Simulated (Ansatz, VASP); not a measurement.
## MnS: VASP beside Ansatz

```
Mn S
1.0
     0.00000    2.91334    2.91334
     2.91334    0.00000    2.91334
     2.91334    2.91334    0.00000
Mn S
1 1
Direct
  0.00000 0.00000 0.00000
  0.25000 0.25000 0.25000
```

Alike in both runs: task single point; functional PBE; k mesh 14 × 14 × 14; occupations gaussian, width 0.1 eV; collinear spin.

|  | VASP | Ansatz |
| --- | --- | --- |
| version | VASP 6.6.1 | Ansatz 0.2.0 |
| potentials or method | VASP PAW PBE potentials, release 64 (Mn_pv, S), cutoff 520 eV | scalar-relativistic, plane waves, PAW |
| valence electrons in the cell | 19 | 21 |

|  | VASP | Ansatz | Ansatz less VASP |
| --- | --- | --- | --- |
| gap on the k mesh at the Fermi level (eV) | 0.41 | 0.41 | +0.002 |
| least direct gap on the mesh (eV) | 0.68 | 0.65 | -0.028 |
| pressure (GPa) | -4.6 | -4.6 | -0.01 |
| net moment per atom (μB) | 2.50 | 2.50 | 0.000 |
| size of the moment on the site where the two differ most (μB) | 4.42 | 4.32 | -0.103 |

Site moments also hang on the region over which each program counts them. The functional is the same, so the differences come from potentials, cutoffs and numerics. VASP's potentials hold 19 valence electrons a cell and Ansatz's 21, so a difference there can come from the potentials and not from the codes.
